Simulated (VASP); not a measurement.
# Br (Immm) in VASP: settings compared

The runs below take Br through single point, with PBE, PBE+D3(BJ), RPBE+D3(BJ).

Everything below comes from runs of VASP 6.6.1. Logs are shortened: lines on timing, memory, paths and dates and some standing lists are left out, and cuts for length are marked.

## Step 1: The cell of the first run

Symmetry: Immm, No. 71, orthorhombic system. The conventional cell has a = 2.574 Å, b = 3.440 Å, c = 7.156 Å, α = 90.00°, β = 90.00°, γ = 90.00°. Within 3.4 Å of Br (site symmetry mmm) lie 2 Br at 2.57 Å.

## Step 2: Single point, PBE

INCAR reads:

```
SYSTEM = Br
PREC = Accurate
ENCUT = 500
EDIFF = 1E-6
ISMEAR = 1
SIGMA = 0.16
LREAL = .FALSE.
LASPH = .TRUE.
NELM = 120
ALGO = Normal
ISIF = 2
LWAVE = .FALSE.
LCHARG = .FALSE.
GGA = PE
NBANDS = 10
GGA_COMPAT = .FALSE.
```

KPOINTS reads:

```
Automatic mesh
0
G
  2 2 2
  0 0 0
```

POSCAR reads:

```
Br
1.0
   -1.2867684050      1.7199972000      3.5779911600
    1.2867684050     -1.7199972000      3.5779911600
    1.2867684050      1.7199972000     -3.5779911600
Br
1
Direct
    0.0000000000      0.0000000000      0.0000000000
```

Potentials or basis: VASP PAW PBE potentials, release 64 (Br).

Command:

```console
cat potpaw_PBE.64/Br/POTCAR > POTCAR
mpirun -np 1 vasp_std > vasp.out
```

OUTCAR:

```text
SYSTEM = Br
   PREC = Accurate
   ENCUT = 500
   EDIFF = 1E-6
   ISMEAR = 1
   LREAL = .FALSE.
   LASPH = .TRUE.
   NELM = 120
   ISIF = 2
   GGA = PE

 ion  position               nearest neighbor table
   1  0.000  0.000  0.000-

  LATTYP: Found a body centered orthorhombic cell.
 ALAT       =     2.5735368100
 B/A-ratio  =     1.3366796957
 C/A-ratio  =     2.7806022794

  Lattice vectors:

 A1 = (  -1.2867684050,   1.7199972000,   3.5779911600)
 A2 = (   1.2867684050,  -1.7199972000,   3.5779911600)
 A3 = (   1.2867684050,   1.7199972000,  -3.5779911600)

Analysis of symmetry for initial positions (statically):
=====================================================================
 Subroutine PRICEL returns:
 Original cell was already a primitive cell.

 Routine SETGRP: Setting up the symmetry group for a
 body centered orthorhombic supercell.

 Subroutine GETGRP returns: Found  8 space group operations
 (whereof  8 operations were pure point group operations)
 out of a pool of  8 trial point group operations.

The static configuration has the point symmetry D_2h.

Analysis of symmetry for dynamics (positions and initial velocities):
=====================================================================
 Subroutine PRICEL returns:
 Original cell was already a primitive cell.

 Routine SETGRP: Setting up the symmetry group for a
 body centered orthorhombic supercell.

 Subroutine GETGRP returns: Found  8 space group operations
 (whereof  8 operations were pure point group operations)
 out of a pool of  8 trial point group operations.

The dynamic configuration has the point symmetry D_2h.

 Subroutine INISYM returns: Found  8 space group operations
 (whereof  8 operations are pure point group operations),
 and found     1 'primitive' translations

----------------------------------------------------------------------------------------

                                     Primitive cell

  volume of cell :      31.6758

  direct lattice vectors                    reciprocal lattice vectors
    -1.286768405  1.719997200  3.577991160     0.000000000  0.290698148  0.139743218
     1.286768405 -1.719997200  3.577991160     0.388570312  0.000000000  0.139743218
     1.286768405  1.719997200 -3.577991160     0.388570312  0.290698148  0.000000000

  length of vectors
     4.173270185  4.173270185  4.173270185     0.322542370  0.412934685  0.485275489

  position of ions in fractional coordinates (direct lattice)
     0.000000000  0.000000000  0.000000000

  ion indices of the primitive-cell ions
   primitive index   ion index
                 1           1

----------------------------------------------------------------------------------------

 KPOINTS: Automatic mesh

Automatic generation of k-mesh.
 Grid dimensions read from file:
 generate k-points for:    2    2    2

 Generating k-lattice:

  Cartesian coordinates                     Fractional coordinates (reciprocal lattice)
     0.000000000  0.145349074  0.069871609     0.500000000  0.000000000  0.000000000
     0.194285156  0.000000000  0.069871609     0.000000000  0.500000000 -0.000000000
     0.194285156  0.145349074  0.000000000     0.000000000 -0.000000000  0.500000000

  Length of vectors
     0.161271185  0.206467343  0.242637744

  Shift w.r.t. Gamma in fractional coordinates (k-lattice)
     0.000000000  0.000000000  0.000000000

 Subroutine IBZKPT returns following result:
 ===========================================

 Found      5 irreducible k-points:

 Following reciprocal coordinates:
            Coordinates               Weight
  0.000000  0.000000  0.000000      1.000000
  0.500000  0.000000 -0.000000      2.000000
  0.000000  0.500000 -0.000000      2.000000
  0.500000  0.500000 -0.000000      2.000000
  0.500000  0.500000  0.500000      1.000000
   k-points           NKPTS =      5   k-points in BZ     NKDIM =      5   number of bands    NBANDS=     10
   number of dos      NEDOS =    301   number of ions     NIONS =      1
   total plane-waves  NPLWV =  27000
   dimension x,y,z NGX =    30 NGY =   30 NGZ =   30
   dimension x,y,z NGXF=    60 NGYF=   60 NGZF=   60
   ions per type =               1
   NGX,Y,Z   is equivalent  to a cutoff of  11.95, 11.95, 11.95 a.u.
   NGXF,Y,Z  is equivalent  to a cutoff of  23.90, 23.90, 23.90 a.u.
 SYSTEM =  Br
   PREC   = accura    normal or accurate (medium, high low for compatibility)
   ISTART =      0    job   : 0-new  1-cont  2-samecut
   ICHARG =      2    charge: 1-file 2-atom 10-const
   ISPIN  =      1    spin polarized calculation?
   LNONCOLLINEAR =      F non collinear calculations
   LSORBIT =      F    spin-orbit coupling
   LASPH  =      T    aspherical Exc in radial PAW
   ENCUT  =  500.0 eV  36.75 Ry    6.06 a.u.   7.61  7.61  7.61*2*pi/ulx,y,z
   NELM   =    120;   NELMIN=  2; NELMDL= -5     # of ELM steps
   EDIFF  = 0.1E-05   stopping-criterion for ELM
   LREAL  =      F    real-space projection
   EDIFFG = 0.1E-04   stopping-criterion for IOM
   NSW    =      0    number of steps for IOM
   IBRION =     -1    ionic relax: 0-MD 1-quasi-New 2-CG
   NFREE  =      0    steps in history (QN), initial steepest desc. (CG)
   ISIF   =      2    stress and relaxation
   ISYM   =      2    0-nonsym 1-usesym 2-fastsym
   POTIM  = 0.5000    time-step for ionic-motion
   TEBEG  =    0.0;   TEEND  =   0.0 temperature during run
   PSTRESS=    0.0 pullay stress
   NELECT =       7.0000    total number of electrons
   NUPDOWN=      -1.0000    fix difference up-down
   EMIN   =  10.00;   EMAX   =-10.00  energy-range for DOS
   EFERMI =   0.00;   METHOD = LEGACY
   ISMEAR =     1;   SIGMA  =   0.16  broadening in eV -4-tet -1-fermi 0-gaus
   EFERMI_NEDOS =   21; number of points for ismear=-14 and -15
   IALGO  =     38    algorithm
   IMIX   =      4    mixing-type and parameters
     AMIX     =   0.40;   BMIX     =  1.00
     AMIX_MAG =   1.60;   BMIX_MAG =  1.00
  volume/ion in A,a.u.               =      31.68       213.76
  Fermi-wavevector in a.u.,A,eV,Ry     =   0.989764  1.870383 13.328717  0.979633
  Thomas-Fermi vector in A             =   2.121386
   LORBIT       =      0    0 simple, 1 ext, 2 COOP (PROOUT), +10 PAW based schemes
   GGA     = PE    functional components
   LHFCALC =     F    Hartree Fock is set to
   AEXX    =    0.0000 exact exchange contribution
   IVDW    =     0    specifies the selected vdW correction
   LEPSILON=     F    determine dielectric tensor
   LRPA    =     F    only Hartree local field effects (RPA)
 non-spin polarized calculation
 Methfessel and Paxton  Order N= 1 SIGMA  =   0.16
  energy-cutoff  :      500.00
  volume of cell :       31.68
 maximum number of plane-waves:       820
   NGX = 15   NGY = 15   NGZ = 15

 number of electron       7.0000000 magnetization

 Free energy of the ion-electron system (eV)
  ---------------------------------------------------
  ext. energy  EPLUGINS =         0.00000000
  ---------------------------------------------------
  free energy    TOTEN  =        -1.71909961 eV

  energy without entropy =       -1.72141878  energy(sigma->0) =       -1.71987267

 E-fermi :   1.4936     XC(G=0):  -8.0540

 val. band max:        1.3588570344   @ k =   0.0000   0.5000  -0.0000
 cond. band min:       4.0737508459   @ k =   0.5000   0.5000   0.5000
 fundamental gap:      2.7148938115
 Fermi energy:         1.4935581890

 k-point     1 :       0.0000    0.0000    0.0000
  band No.  band energies     occupation
      1     -15.4476      2.00000
      2      -1.5388      2.00000
      3      -0.6541      2.00000
      4       4.1771     -0.00000
      5       5.7590      0.00000
      6       9.7824      0.00000
      7      12.4337      0.00000
      8      13.1949      0.00000
      9      15.0325      0.00000
     10      20.3421      0.00000

 k-point     2 :       0.5000    0.0000   -0.0000
  band No.  band energies     occupation
      1     -14.9826      2.00000
      2      -3.6716      2.00000
      3      -1.8771      2.00000
      4       4.3221     -0.00000
      5       6.8821      0.00000
      6      12.9506      0.00000
      7      13.3078      0.00000
      8      15.3222      0.00000
      9      18.5036      0.00000
     10      20.1535      0.00000

 k-point     3 :       0.0000    0.5000   -0.0000
  band No.  band energies     occupation
      1     -12.3813      2.00000
      2      -5.9668      2.00000
      3      -0.0291      2.00000
      4       1.3589      2.00000
      5       7.8055      0.00000
      6      11.8141      0.00000
      7      12.5719      0.00000
      8      13.1137      0.00000
      9      15.8040      0.00000
     10      16.3284      0.00000

 k-point     4 :       0.5000    0.5000   -0.0000
  band No.  band energies     occupation
      1     -12.0346      2.00000
      2      -5.6056      2.00000
      3      -0.8989      2.00000
      4       0.3356      2.00000
      5       6.9854      0.00000
      6       8.8425      0.00000
      7      13.9671      0.00000
      8      15.0064      0.00000
      9      15.3256      0.00000
     10      15.4749      0.00000

 k-point     5 :       0.5000    0.5000    0.5000
  band No.  band energies     occupation
      1     -15.2465      2.00000
      2      -3.4266      2.00000
      3      -0.9034      2.00000
      4       4.0738     -0.00000
      5       7.8015      0.00000
      6      11.9150      0.00000
      7      12.5849      0.00000
      8      16.3657      0.00000
      9      17.3105      0.00000
     10      19.0590      0.00000

------------------------ aborting loop because EDIFF is reached ----------------------------------------

  FORCE on cell =-STRESS in cart. coord.  units (eV):
  Direction    XX          YY          ZZ          XY          YZ          ZX
  --------------------------------------------------------------------------------------
  -------------------------------------------------------------------------------------
  Total       -0.9412214      3.1190305      0.6994017      0.0000000      0.0000000      0.0000000
  in kB      -47.6074587    157.7621517     35.3760953      0.0000000      0.0000000      0.0000000
  external PRESSURE =      48.5102628 kB  Pullay stress =       0.0000000 kB

 VOLUME and BASIS-vectors are now :
 -----------------------------------------------------------------------------
  energy-cutoff  :      500.00
  volume of cell :       31.68
      direct lattice vectors                 reciprocal lattice vectors
    -1.286768405  1.719997200  3.577991160     0.000000000  0.290698148  0.139743218
     1.286768405 -1.719997200  3.577991160     0.388570312  0.000000000  0.139743218
     1.286768405  1.719997200 -3.577991160     0.388570312  0.290698148  0.000000000

 POSITION                                       TOTAL-FORCE (eV/Angst)
 -----------------------------------------------------------------------------------
      0.00000      0.00000      0.00000         0.000000      0.000000     -0.000000
 -----------------------------------------------------------------------------------
    total drift:                               -0.000000     -0.000000      0.000000

  FREE ENERGIE OF THE ION-ELECTRON SYSTEM (eV)
  ---------------------------------------------------
  free  energy   TOTEN  =        -1.7190996142 eV

  energy  without entropy=       -1.7214187763  energy(sigma->0) =       -1.71987267
```

Wall time 4.5 s (1 thread of Intel Xeon 6975P-C (Granite Rapids), shared host); peak memory 0.15 GiB.

Results:

```yaml
Free_energy: -1.7191 eV
Pressure: 4.9 GPa
```

Stress tensor (GPa, compression positive):
```
-4.76  0.00  0.00
 0.00 15.78  0.00
 0.00  0.00  3.54
```

Levels at points of the mesh, in eV from the Fermi level:
```csv
k point,band 1,band 2,band 3,band 4,band 5,band 6,band 7
"(0.00, 0.00, 0.00)",-16.94,-3.03,-2.15,2.68,4.27,8.29,10.94
"(0.50, 0.00, 0.00)",-16.48,-5.17,-3.37,2.83,5.39,11.46,11.81
"(0.00, 0.50, 0.00)",-13.87,-7.46,-1.52,-0.13,6.31,10.32,11.08
"(0.50, 0.50, 0.00)",-13.53,-7.10,-2.39,-1.16,5.49,7.35,12.47
"(0.50, 0.50, 0.50)",-16.74,-4.92,-2.40,2.58,6.31,10.42,11.09
```

Caveat: the k points lie up to 1.52 Å⁻¹ apart; an odd number of electrons without spin polarisation forces a metal; a magnetic or distorted state may lie lower.

[end of part 1 of 2]
